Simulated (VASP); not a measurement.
# NaCl (Pm-3m) in VASP: notebook, part 2 of 2

VASP 6.6.1. Earlier steps stand in the parts before.

### 4 Single point, PBE

This run uses another cell than the first one, of 21.48 Å³/atom, 1.095 times its volume.

INCAR

```
PREC = Accurate ; ENCUT = 520
EDIFF = 1E-7 ; ISMEAR = 0
SIGMA = 0.028999999999999998 ; LREAL = False
LASPH = True ; NELM = 60
ALGO = Normal ; ISIF = 2
LWAVE = False ; LCHARG = False
GGA = PE ; NBANDS = 14
```

KPOINTS

```
regular mesh
0
Gamma
  8 8 8
```

POSCAR

```
NaCl
1.0
    3.5021900000      0.0000000000      0.0000000000
    0.0000000000      3.5021900000      0.0000000000
    0.0000000000      0.0000000000      3.5021900000
Cl Na
1 1
Direct
    0.5000000000      0.5000000000      0.5000000000
    0.0000000000      0.0000000000      0.0000000000
```

Potentials or basis: VASP PAW PBE potentials, release 64 (Cl, Na_pv).

Started as:

```console
> cat potpaw_PBE.64/Cl/POTCAR potpaw_PBE.64/Na_pv/POTCAR > POTCAR
> mpirun -np 1 vasp_std > vasp.out
```

OUTCAR:

```text
PREC = Accurate
   ENCUT = 520
   EDIFF = 1E-7
   ISMEAR = 0
   LREAL = False
   LASPH = True
   NELM = 60
   ISIF = 2
   GGA = PE

 ion  position               nearest neighbor table
   1  0.500  0.500  0.500-
   2  0.000  0.000  0.000-

  LATTYP: Found a simple cubic cell.
 ALAT       =     3.5021900000

  Lattice vectors:

 A1 = (   3.5021900000,   0.0000000000,   0.0000000000)
 A2 = (   0.0000000000,   3.5021900000,   0.0000000000)
 A3 = (   0.0000000000,   0.0000000000,   3.5021900000)

Analysis of symmetry for initial positions (statically):
=====================================================================
 Subroutine PRICEL returns:
 Original cell was already a primitive cell.

 Routine SETGRP: Setting up the symmetry group for a
 simple cubic supercell.

 Subroutine GETGRP returns: Found 48 space group operations
 (whereof 48 operations were pure point group operations)
 out of a pool of 48 trial point group operations.

The static configuration has the point symmetry O_h .

[... 164 lines left out ...]
 cond. band min:       4.4031525292   @ k =   0.0000   0.0000   0.0000
 fundamental gap:      3.9785977484
 Fermi energy:         0.5878162272

 k-point     1 :       0.0000    0.0000    0.0000
  band No.  band energies     occupation
      1     -21.6491      2.00000
      2     -21.6491      2.00000
      3     -21.6491      2.00000
      4     -12.9519      2.00000
      5      -0.0661      2.00000
      6      -0.0661      2.00000
      7      -0.0661      2.00000
      8       4.4032      0.00000
      9       9.0039      0.00000
     10       9.0039      0.00000
     11      16.1128      0.00000
     12      16.1128      0.00000
     13      16.1129      0.00000
     14      16.3375      0.00000
[... 377 lines left out ...]
      1     -21.6814      2.00000
      2     -21.6750      2.00000
      3     -21.6477      2.00000
      4     -12.3327      2.00000
      5      -1.8878      2.00000
      6      -1.5393      2.00000
      7       0.0542      2.00000
      8       6.5045      0.00000
      9       9.8359      0.00000
     10      10.1831      0.00000
     11      11.5202      0.00000
     12      13.9635      0.00000
     13      13.9803      0.00000
     14      16.8119      0.00000

 [... further k-points ...]
[... 5 lines left out ...]
  --------------------------------------------------------------------------------------
  -------------------------------------------------------------------------------------
  Total        0.0147018      0.0147018      0.0147018     -0.0000000     -0.0000000     -0.0000000
  in kB        0.5483562      0.5483562      0.5483562     -0.0000000     -0.0000000     -0.0000000
  external PRESSURE =       0.5483562 kB  Pullay stress =       0.0000000 kB

 VOLUME and BASIS-vectors are now :
 -----------------------------------------------------------------------------
  energy-cutoff  :      520.00
  volume of cell :       42.96
      direct lattice vectors                 reciprocal lattice vectors
     3.502190000  0.000000000  0.000000000     0.285535622  0.000000000  0.000000000
     0.000000000  3.502190000  0.000000000     0.000000000  0.285535622  0.000000000
     0.000000000  0.000000000  3.502190000     0.000000000  0.000000000  0.285535622

 POSITION                                       TOTAL-FORCE (eV/Angst)
 -----------------------------------------------------------------------------------
      1.75110      1.75110      1.75110         0.000000      0.000000      0.000000
      0.00000      0.00000      0.00000         0.000000      0.000000      0.000000
 -----------------------------------------------------------------------------------
    total drift:                               -0.000000      0.000000      0.000000

  FREE ENERGIE OF THE ION-ELECTRON SYSTEM (eV)
  ---------------------------------------------------
  free  energy   TOTEN  =        -6.4687173799 eV

  energy  without entropy=       -6.4687173799  energy(sigma->0) =       -6.46871738
```

OSZICAR:

```text
N       E                     dE             d eps       ncg     rms          rms(c)
DAV:   1     0.103173140225E+03    0.10317E+03   -0.71494E+03   980   0.104E+03
DAV:   2     0.208580070818E+01   -0.10109E+03   -0.91276E+02  1078   0.269E+02
DAV:   3    -0.657921139490E+01   -0.86650E+01   -0.85967E+01  1238   0.744E+01
DAV:   4    -0.672278303112E+01   -0.14357E+00   -0.14352E+00  1142   0.101E+01
DAV:   5    -0.672556635148E+01   -0.27833E-02   -0.27832E-02  1286   0.146E+00    0.229E+00
DAV:   6    -0.649845065704E+01    0.22712E+00   -0.31089E-01  1252   0.340E+00    0.164E+00
DAV:   7    -0.646874573602E+01    0.29705E-01   -0.91100E-02  1372   0.180E+00    0.113E+00
DAV:   8    -0.646886845502E+01   -0.12272E-03   -0.10981E-02  1058   0.938E-01    0.415E-01
DAV:   9    -0.646864215175E+01    0.22630E-03   -0.44397E-04  1238   0.157E-01    0.197E-01
DAV:  10    -0.646872038184E+01   -0.78230E-04   -0.24787E-04  1058   0.113E-01    0.336E-02
DAV:  11    -0.646871711325E+01    0.32686E-05   -0.10388E-05  1226   0.284E-02    0.123E-02
DAV:  12    -0.646871703356E+01    0.79687E-07   -0.25305E-06  1052   0.127E-02    0.534E-03
DAV:  13    -0.646871746921E+01   -0.43565E-06   -0.26986E-07  1190   0.358E-03    0.161E-03
DAV:  14    -0.646871737988E+01    0.89334E-07   -0.88437E-09   676   0.742E-04
   1 F= -.64687174E+01 E0= -.64687174E+01  d E =-.164941E-17
```

Run time: 16 s. Hardware: 1 thread of Intel Xeon 6975P-C, shared host; peak memory 0.15 GiB.

What came out:

```yaml
Free_energy: -6.4687 eV
Pressure: 0.1 GPa
Band_gap_on_the_k_mesh: 3.98 eV, indirect (least direct gap 4.47 eV)
```

### 5 Overview

| level | cell | smearing | gap on the mesh (eV) | pressure (GPa) |
| --- | --- | --- | --- | --- |
| BLYP+D3(BJ) | a = 3.398 Å, 2 atoms | fermi-dirac 0.05 eV | 4.38 | -0.2 |
| BLYP+D4 | a = 3.490 Å, 2 atoms | fermi-dirac 0.05 eV | 4.08 | -0.1 |
| PBE | a = 3.502 Å, 2 atoms | gaussian 0.029 eV | 3.98 | 0.1 |

Alike in all rows: task single point; potentials or basis VASP PAW PBE potentials, release 64 (Cl, Na_pv); no spin polarisation; k mesh 8 × 8 × 8; cutoff (eV) 520.

Caveats: the PAW data sets were made with another functional, which shifts forces and pressure a little (some runs).

Absolute energies hang on the potentials; compare differences alone.
